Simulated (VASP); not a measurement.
# LiCuAuO2 (R3m) in VASP: notebook

The runs below take LiCuAuO2 through single point, with PBE.

Program: VASP 6.6.1. These are calculated values, not measurements. Logs are shortened: lines on timing, memory, paths and dates and some standing lists are left out, and cuts for length are marked.

### 1 The cell of the first run

Symmetry: R3m, No. 160, trigonal system. Conventional cell: a = 3.143 Å, b = 3.143 Å, c = 19.256 Å, α = 90.00°, β = 90.00°, γ = 120.00°. Au (site symmetry 3m) has 2 O at 2.07 to 2.10 Å and 3 Li at 2.63 Å within 2.7 Å. Cu (site symmetry 3m) has 6 O at 1.94 to 2.40 Å and 3 Li at 2.53 Å within 2.6 Å. Within 2.4 Å of O (site symmetry 3m) lie 3 Li at 1.83 Å and 1 Au at 2.10 Å and 3 Cu at 2.40 Å. O (site symmetry 3m) has 3 Cu at 1.94 Å and 1 Au at 2.07 Å and 1 Li at 2.44 Å within 2.6 Å. Within 2.7 Å of Li (site symmetry 3m) lie 4 O at 1.83 to 2.44 Å and 3 Cu at 2.53 Å and 3 Au at 2.63 Å.

### 2 Single point, PBE

INCAR reads:

```
SYSTEM = LiCuAuO2
PREC = Accurate
ENCUT = 520
EDIFF = 1E-6
ISMEAR = -1
SIGMA = 0.05
LREAL = .FALSE.
LASPH = .TRUE.
NELM = 80
ALGO = Normal
ISIF = 2
LWAVE = .FALSE.
LCHARG = .FALSE.
GGA = PE
NBANDS = 26
```

KPOINTS reads:

```
Automatic mesh
0
G
  8 8 8
  0 0 0
```

POSCAR reads:

```
LiCuAuO2
1.0
    1.5717114869      0.9074280500      6.4188160000
   -1.5717114869      0.9074280500      6.4188160000
    0.0000000000     -1.8148561000      6.4188160000
Au Cu O Li
1 1 2 1
Direct
    0.9917940000      0.9917940000      0.9917940000
    0.5158030000      0.5158030000      0.5158030000
    0.1009220000      0.1009220000      0.1009220000
    0.8842220000      0.8842220000      0.8842220000
    0.7572590000      0.7572590000      0.7572590000
```

Potentials or basis: VASP PAW PBE potentials, release 64 (Au, Cu, O, Li_sv).

Run with:

```
> cat potpaw_PBE.64/Au/POTCAR potpaw_PBE.64/Cu/POTCAR potpaw_PBE.64/O/POTCAR potpaw_PBE.64/Li_sv/POTCAR > POTCAR
> mpirun -np 1 vasp_std > vasp.out
```

OUTCAR:

```text
SYSTEM = LiCuAuO2
   PREC = Accurate
   ENCUT = 520
   EDIFF = 1E-6
   ISMEAR = -1
   LREAL = .FALSE.
   LASPH = .TRUE.
   NELM = 80
   ISIF = 2
   GGA = PE

 ion  position               nearest neighbor table
   1  0.992  0.992  0.992-   4 2.07   3 2.10   5 2.63   5 2.63   5 2.63
   2  0.516  0.516  0.516-   4 1.94   4 1.94   4 1.94   5 2.53   5 2.53   5 2.53
   3  0.101  0.101  0.101-   5 1.83   5 1.83   5 1.83   1 2.10
   4  0.884  0.884  0.884-   2 1.94   2 1.94   2 1.94   1 2.07
   5  0.757  0.757  0.757-   3 1.83   3 1.83   3 1.83   2 2.53   2 2.53   2 2.53   1 2.63   1 2.63
                             1 2.63

  LATTYP: Found a trigonal (rhomboedric) cell.
 ALAT       =     6.6704498728
 COS(alpha) =     0.8889635929

  Lattice vectors:

 A1 = (   1.5717114869,   0.9074280500,   6.4188160000)
 A2 = (  -1.5717114869,   0.9074280500,   6.4188160000)
 A3 = (   0.0000000000,  -1.8148561000,   6.4188160000)

Analysis of symmetry for initial positions (statically):
=====================================================================
 Subroutine PRICEL returns:
 Original cell was already a primitive cell.

 Routine SETGRP: Setting up the symmetry group for a
 trigonal (rhombohedral) supercell.

 Subroutine GETGRP returns: Found  6 space group operations
 (whereof  6 operations were pure point group operations)
 out of a pool of 12 trial point group operations.

The static configuration has the point symmetry C_3v.

Analysis of symmetry for dynamics (positions and initial velocities):
=====================================================================
 Subroutine PRICEL returns:
 Original cell was already a primitive cell.

 Routine SETGRP: Setting up the symmetry group for a
 trigonal (rhombohedral) supercell.

 Subroutine GETGRP returns: Found  6 space group operations
 (whereof  6 operations were pure point group operations)
 out of a pool of 12 trial point group operations.

The dynamic configuration has the point symmetry C_3v.

 Subroutine INISYM returns: Found  6 space group operations
 (whereof  6 operations are pure point group operations),
 and found     1 'primitive' translations

----------------------------------------------------------------------------------------

                                     Primitive cell

  volume of cell :      54.9277

  direct lattice vectors                    reciprocal lattice vectors
     1.571711487  0.907428050  6.418816000     0.318124544  0.183669291  0.051930657
    -1.571711487  0.907428050  6.418816000    -0.318124544  0.183669291  0.051930657
     0.000000000 -1.814856100  6.418816000     0.000000000 -0.367338582  0.051930657

  length of vectors
     6.670449873  6.670449873  6.670449873     0.370991142  0.370991142  0.370991142

  position of ions in fractional coordinates (direct lattice)
     0.991794000  0.991794000  0.991794000
     0.515803000  0.515803000  0.515803000
     0.100922000  0.100922000  0.100922000
     0.884222000  0.884222000  0.884222000
     0.757259000  0.757259000  0.757259000

  ion indices of the primitive-cell ions
   primitive index   ion index
                 1           1
                 2           2
                 3           3
                 4           4
                 5           5

----------------------------------------------------------------------------------------

 KPOINTS: Automatic mesh

Automatic generation of k-mesh.
 Grid dimensions read from file:
 generate k-points for:    8    8    8

 Generating k-lattice:

  Cartesian coordinates                     Fractional coordinates (reciprocal lattice)
     0.039765568  0.022958661  0.006491332     0.125000000  0.000000000  0.000000000
    -0.039765568  0.022958661  0.006491332     0.000000000  0.125000000  0.000000000
     0.000000000 -0.045917323  0.006491332     0.000000000  0.000000000  0.125000000

  Length of vectors
     0.046373893  0.046373893  0.046373893

  Shift w.r.t. Gamma in fractional coordinates (k-lattice)
     0.000000000  0.000000000  0.000000000

 Subroutine IBZKPT returns following result:
 ===========================================

 Found     65 irreducible k-points:

 Following reciprocal coordinates:
            Coordinates               Weight
  0.000000  0.000000  0.000000      1.000000
  0.125000 -0.000000  0.000000      6.000000
  0.250000 -0.000000  0.000000      6.000000
  0.375000 -0.000000  0.000000      6.000000
  0.500000 -0.000000  0.000000      3.000000
  0.125000  0.125000  0.000000      6.000000
[... 16 lines left out ...]
  0.250000  0.125000  0.125000      6.000000
  0.375000  0.125000  0.125000      6.000000
 [... further k-points ...]
   k-points           NKPTS =     65   k-points in BZ     NKDIM =     65   number of bands    NBANDS=     26
   number of dos      NEDOS =    301   number of ions     NIONS =      5
   total plane-waves  NPLWV = 125000
   dimension x,y,z NGX =    50 NGY =   50 NGZ =   50
   dimension x,y,z NGXF=   100 NGYF=  100 NGZF=  100
   ions per type =               1   1   2   1
   NGX,Y,Z   is equivalent  to a cutoff of  12.46, 12.46, 12.46 a.u.
   NGXF,Y,Z  is equivalent  to a cutoff of  24.92, 24.92, 24.92 a.u.
 SYSTEM =  LiCuAuO2
   PREC   = accura    normal or accurate (medium, high low for compatibility)
   ISTART =      0    job   : 0-new  1-cont  2-samecut
   ICHARG =      2    charge: 1-file 2-atom 10-const
   ISPIN  =      1    spin polarized calculation?
   LNONCOLLINEAR =      F non collinear calculations
   LSORBIT =      F    spin-orbit coupling
   LASPH  =      T    aspherical Exc in radial PAW
   ENCUT  =  520.0 eV  38.22 Ry    6.18 a.u.  12.40 12.40 12.40*2*pi/ulx,y,z
   NELM   =     80;   NELMIN=  2; NELMDL= -5     # of ELM steps
   EDIFF  = 0.1E-05   stopping-criterion for ELM
   LREAL  =      F    real-space projection
   EDIFFG = 0.1E-04   stopping-criterion for IOM
   NSW    =      0    number of steps for IOM
   IBRION =     -1    ionic relax: 0-MD 1-quasi-New 2-CG
   NFREE  =      0    steps in history (QN), initial steepest desc. (CG)
   ISIF   =      2    stress and relaxation
   ISYM   =      2    0-nonsym 1-usesym 2-fastsym
   POTIM  = 0.5000    time-step for ionic-motion
   TEBEG  =    0.0;   TEEND  =   0.0 temperature during run
   PSTRESS=    0.0 pullay stress
   NELECT =      37.0000    total number of electrons
   NUPDOWN=      -1.0000    fix difference up-down
   EMIN   =  10.00;   EMAX   =-10.00  energy-range for DOS
   EFERMI =   0.00;   METHOD = LEGACY
   ISMEAR =    -1;   SIGMA  =   0.05  broadening in eV -4-tet -1-fermi 0-gaus
   EFERMI_NEDOS =   21; number of points for ismear=-14 and -15
   IALGO  =     38    algorithm
   IMIX   =      4    mixing-type and parameters
     AMIX     =   0.40;   BMIX     =  1.00
     AMIX_MAG =   1.60;   BMIX_MAG =  1.00
  volume/ion in A,a.u.               =      10.99        74.13
  Fermi-wavevector in a.u.,A,eV,Ry     =   1.435087  2.711922 28.020868  2.059476
  Thomas-Fermi vector in A             =   2.554424
   LORBIT       =      0    0 simple, 1 ext, 2 COOP (PROOUT), +10 PAW based schemes
   GGA     = PE    functional components
   LHFCALC =     F    Hartree Fock is set to
   AEXX    =    0.0000 exact exchange contribution
   IVDW    =     0    specifies the selected vdW correction
   LEPSILON=     F    determine dielectric tensor
   LRPA    =     F    only Hartree local field effects (RPA)
 non-spin polarized calculation
  energy-cutoff  :      520.00
  volume of cell :       54.93
 maximum number of plane-waves:      1498
 NGX is ok and might be reduce to    50
   NGX = 25   NGY = 25   NGZ = 25

 number of electron      37.0000001 magnetization

 Free energy of the ion-electron system (eV)
  ---------------------------------------------------
  ext. energy  EPLUGINS =         0.00000000
  ---------------------------------------------------
  free energy    TOTEN  =       -22.08364715 eV

  energy without entropy =      -22.05261270  energy(sigma->0) =      -22.06812992

 E-fermi :   5.4192     XC(G=0): -11.4685

 val. band max:        5.4161097426   @ k =   0.5000   0.3750   0.1250
 cond. band min:       5.4206774954   @ k =   0.5000   0.5000   0.0000
 fundamental gap:      0.0045677528
 Fermi energy:         5.4191525131

 k-point     1 :       0.0000    0.0000    0.0000
  band No.  band energies     occupation
      1     -38.2577      2.00000
      2     -13.9061      2.00000
      3     -12.1308      2.00000
      4      -2.1885      2.00000
      5      -0.3948      2.00000
      6       0.1128      2.00000
[... 18 lines left out ...]
     25      17.9889      0.00000
     26      19.6422      0.00000

 k-point     2 :       0.1250   -0.0000    0.0000
  band No.  band energies     occupation
      1     -38.2546      2.00000
      2     -13.8302      2.00000
      3     -12.1235      2.00000
      4      -2.0401      2.00000
      5      -0.2468      2.00000
      6       0.0324      2.00000
[... 18 lines left out ...]
     25      18.3476      0.00000
     26      18.6943      0.00000

 k-point     3 :       0.2500   -0.0000    0.0000
  band No.  band energies     occupation
      1     -38.2472      2.00000
      2     -13.6408      2.00000
      3     -12.1068      2.00000
      4      -1.6976      2.00000
      5      -0.6002      2.00000
      6       0.2548      2.00000
[... 18 lines left out ...]
     25      17.1993      0.00000
     26      18.6579      0.00000

 k-point     4 :       0.3750   -0.0000    0.0000
  band No.  band energies     occupation
      1     -38.2398      2.00000
      2     -13.4403      2.00000
      3     -12.0912      2.00000
      4      -1.3517      2.00000
      5      -0.9329      2.00000
      6       0.3585      2.00000
[... 18 lines left out ...]
     25      16.9216      0.00000
     26      17.4608      0.00000
[... 496 lines left out ...]
      1     -38.2577      2.00000
      2     -13.8965      2.00000
      3     -12.1488      2.00000
      4      -2.0804      2.00000
      5      -0.3950      2.00000
      6       0.1242      2.00000
[... 18 lines left out ...]
     25      18.0220      0.00000
     26      19.7532      0.00000

 k-point    23 :       0.2500    0.1250    0.1250
  band No.  band energies     occupation
      1     -38.2546      2.00000
      2     -13.8154      2.00000
      3     -12.1507      2.00000
      4      -1.8686      2.00000
      5      -0.2531      2.00000
      6       0.0491      2.00000
[... 18 lines left out ...]
     25      18.3622      0.00000
     26      18.7802      0.00000

 k-point    24 :       0.3750    0.1250    0.1250
  band No.  band energies     occupation
      1     -38.2472      2.00000
      2     -13.6240      2.00000
      3     -12.1356      2.00000
      4      -1.4934      2.00000
      5      -0.6031      2.00000
      6       0.2843      2.00000
[... 18 lines left out ...]
     25      17.1787      0.00000
     26      18.5602      0.00000

 [... further k-points ...]

------------------------ aborting loop because EDIFF is reached ----------------------------------------

  FORCE on cell =-STRESS in cart. coord.  units (eV):
  Direction    XX          YY          ZZ          XY          YZ          ZX
  --------------------------------------------------------------------------------------
  -------------------------------------------------------------------------------------
  Total        3.5263626      3.5263626      1.4719103      0.0000000      0.0000000     -0.0000000
  in kB      102.8599591    102.8599591     42.9339368      0.0000000      0.0000000     -0.0000000
  external PRESSURE =      82.8846183 kB  Pullay stress =       0.0000000 kB

 VOLUME and BASIS-vectors are now :
 -----------------------------------------------------------------------------
  energy-cutoff  :      520.00
  volume of cell :       54.93
      direct lattice vectors                 reciprocal lattice vectors
     1.571711487  0.907428050  6.418816000     0.318124544  0.183669291  0.051930657
    -1.571711487  0.907428050  6.418816000    -0.318124544  0.183669291  0.051930657
     0.000000000 -1.814856100  6.418816000     0.000000000 -0.367338582  0.051930657

 POSITION                                       TOTAL-FORCE (eV/Angst)
 -----------------------------------------------------------------------------------
      0.00000      0.00000     19.09843         0.000000     -0.000000     -0.045894
      0.00000      0.00000      9.93253         0.000000     -0.000000     -0.067699
      0.00000      0.00000      1.94340         0.000000     -0.000000     -0.205297
      0.00000      0.00000     17.02697         0.000000      0.000000      0.367576
      0.00000      0.00000     14.58212         0.000000     -0.000000     -0.048685
 -----------------------------------------------------------------------------------
    total drift:                               -0.000000     -0.000000     -0.002735

  FREE ENERGIE OF THE ION-ELECTRON SYSTEM (eV)
  ---------------------------------------------------
  free  energy   TOTEN  =       -22.0836471463 eV

  energy  without entropy=      -22.0526127025  energy(sigma->0) =      -22.06812992
```

Wall time 4.7 min (1 thread of Intel Xeon Platinum 8559C (Emerald Rapids), shared host); peak memory 0.41 GiB.

What came out:

```yaml
Free_energy: -22.0836 eV
Largest_force: 0.368 eV/Å
Band_gap_on_the_k_mesh: zero (an odd number of electrons rules out a gap without spin polarisation)
```

Forces on the atoms (eV/Å):
```
Au   0.000  0.000 -0.046
Cu   0.000  0.000 -0.068
O    0.000  0.000 -0.205
O    0.000  0.000  0.368
Li   0.000  0.000 -0.049
```

Levels at points of the mesh, in eV from the Fermi level:
| k point | band 15 | band 16 | band 17 | band 18 | band 19 | band 20 | band 21 | band 22 | band 23 | band 24 |
| --- | --- | --- | --- | --- | --- | --- | --- | --- | --- | --- |
| (0.00, 0.00, 0.00) | -1.72 | -1.72 | -1.21 | 0.57 | 0.57 | 0.80 | 4.79 | 6.34 | 9.84 | 12.57 |
| (0.50, 0.00, 0.00) | -1.57 | -1.57 | -0.88 | -0.33 | -0.14 | 1.88 | 4.41 | 6.78 | 9.23 | 10.43 |
| (0.50, 0.50, 0.00) | -1.84 | -1.78 | -1.23 | 0.00 | 0.00 | 2.13 | 4.81 | 7.48 | 7.67 | 10.39 |
| (0.50, 0.50, 0.50) | -1.47 | -1.21 | -1.21 | 0.38 | 0.38 | 2.94 | 3.08 | 7.49 | 8.70 | 12.82 |

Caveat: the cutoff is under 1.25 times the usual one of these potentials, so pressure, stress and relaxed cells hold a basis-set (Pulay) error; spin-orbit coupling is left out, which moves the levels of the heavy elements; an odd number of electrons without spin polarisation forces a metal; a magnetic or distorted state may lie lower. With open d or f shells a metallic result of PBE can be an artefact of self-interaction; +U or a hybrid may open a gap.

### 3 Single point, PBE

This run uses another cell than the first one, of 11.45 Å³/atom.

INCAR reads:

```
PREC = Accurate
ENCUT = 520
EDIFF = 1E-6
ISMEAR = -1
SIGMA = 0.05
LREAL = F
LASPH = T
NELM = 60
ALGO = Normal
ISIF = 2
LWAVE = F
LCHARG = F
GGA = PE
NBANDS = 26
```

KPOINTS reads:

```
regular mesh
0
Gamma
  8 8 8
```

POSCAR, as its differences from that of step 2:

```diff
@@ -2,5 +2,5 @@
 1.0
-    1.5717114869      0.9074280500      6.4188160000
-   -1.5717114869      0.9074280500      6.4188160000
-    0.0000000000     -1.8148561000      6.4188160000
+    1.6044554762      0.9263328011      6.4188160000
+   -1.6044554762      0.9263328011      6.4188160000
+    0.0000000000     -1.8526656021      6.4188160000
 Au Cu O Li
```

Potentials or basis: VASP PAW PBE potentials, release 64 (Au, Cu, O, Li_sv).

Run with:

```
> cat potpaw_PBE.64/Au/POTCAR potpaw_PBE.64/Cu/POTCAR potpaw_PBE.64/O/POTCAR potpaw_PBE.64/Li_sv/POTCAR > POTCAR
> mpirun -np 1 vasp_std > vasp.out
```

Run time: 5 min. Hardware: 1 thread of Intel Xeon Platinum 8559C (Emerald Rapids), shared host; peak memory 0.4 GiB.

It converged, with:

| Item | Value |
| --- | --- |
| Free energy | -22.1911 eV |
| Largest force | 0.267 eV/Å |
| Band gap on the k mesh | zero (an odd number of electrons rules out a gap without spin polarisation) |

Forces on the atoms (eV/Å):
```
Au   0.000  0.000 -0.027
Cu   0.000  0.000  0.117
O    0.000  0.000 -0.267
O    0.000  0.000  0.175
Li   0.000  0.000  0.002
```

Levels at points of the mesh, in eV from the Fermi level:
```tsv
k point	band 17	band 18	band 19	band 20	band 21	band 22
(0.00, 0.00, 0.00)	-1.17	0.54	0.54	0.89	4.79	6.22
(0.50, 0.00, 0.00)	-0.83	-0.32	-0.14	2.07	4.34	6.53
(0.50, 0.50, 0.00)	-1.17	-0.02	0.03	2.30	4.75	7.24
(0.50, 0.50, 0.50)	-1.10	0.34	0.34	2.94	3.14	7.39
```

Caveat: the cutoff is under 1.25 times the usual one of these potentials, so pressure, stress and relaxed cells hold a basis-set (Pulay) error; spin-orbit coupling is left out, which moves the levels of the heavy elements; an odd number of electrons without spin polarisation forces a metal; a magnetic or distorted state may lie lower.
